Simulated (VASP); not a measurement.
Here is a VASP 6.6.1 calculation.

The input INCAR:

```
SYSTEM = SiGe
PREC     = Accurate       ! precision mode
ENCUT    = 520            ! plane-wave cutoff, eV
EDIFF    = 1E-6           ! SCF threshold, eV
ISMEAR   = 0              ! smearing method
SIGMA    = 0.03           ! smearing width, eV
LREAL    = .False.        ! projectors in reciprocal space
LASPH    = .True.         ! aspherical terms in the spheres
NELM     = 80             ! most SCF steps
ALGO     = Normal         ! electronic algorithm
ISIF     = 2              ! what is computed and relaxed
LWAVE    = .False.        ! write WAVECAR
LCHARG   = .False.        ! write CHGCAR
NBANDS   = 26             ! bands
```

The input KPOINTS:

```
regular mesh
0
Gamma
  12 12 6
  0 0 0
```

Contents of POSCAR:

```
SiGe
1.0
    3.8514875089      0.0000000000      0.0000000000
   -1.9257437545      3.3354860251      0.0000000000
    0.0000000000      0.0000000000      6.9711923911
Si Ge
2 2
Direct
    0.6666666667      0.3333333333      0.8745031008
    0.3333333333      0.6666666667      0.3745031008
    0.6666666667      0.3333333333      0.5004958992
    0.3333333333      0.6666666667      0.0004958992
```

Potentials or basis: VASP PAW LDA potentials, release 64 (Si, Ge_d).

The run is started by

```console
$ cat potpaw_LDA.64/Si/POTCAR potpaw_LDA.64/Ge_d/POTCAR > POTCAR
$ mpirun -np 1 vasp_std > vasp.out
```

Task: What does it give for the pressure?

Result: -4.5 GPa.

Task: What does it give for the band gap on the k mesh?

Result: Zero (filled and empty bands touch).

Task: Predict the largest force.

Result: 0.392 eV/Å.

Forces in eV/Å, atoms in the order of the input:
```
Si   0.000  0.000 -0.392
Si   0.000  0.000 -0.392
Ge   0.000  0.000  0.392
Ge   0.000  0.000  0.392
```
